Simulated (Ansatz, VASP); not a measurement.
**One calculation of C, two programs**

```
C
1.0
     0.00000    2.19081    3.44844
     1.26484    0.00000    3.44844
     1.26484    2.19081    0.00000
C
2
Direct
  0.16667 0.83333 0.16667
  0.83333 0.16667 0.83333
```

Change from the starting cell: strain +0.030 along x and y, +0.030 along z, atoms carried along.

Alike in both runs: task single point; functional r2SCAN; k mesh 14 × 14 × 14; occupations gaussian, width 0.05 eV; no spin polarisation.

```csv
,VASP,Ansatz
version,VASP 6.6.1,Ansatz 0.2.0
potentials or method,"VASP PAW PBE potentials, release 64 (C), cutoff 520 eV","scalar-relativistic, plane waves, PAW"
valence electrons in the cell,8,8
```

```tsv
	VASP	Ansatz	Ansatz less VASP
gap on the k mesh at the Fermi level (eV)	0.40	0.40	-0.001
least direct gap on the mesh (eV)	0.49	0.48	-0.001
pressure (GPa)	-20.9	-21.5	-0.58
traceless stress, the component that is largest in VASP (GPa)	21.85	22.52	+0.672
rms of the force components (eV/Å)	0.014	0.014	+0.0001
```

VASP's potentials were made for PBE, not for r2SCAN. Atom by atom the forces differ by 0.000 eV/Å (rms over components).
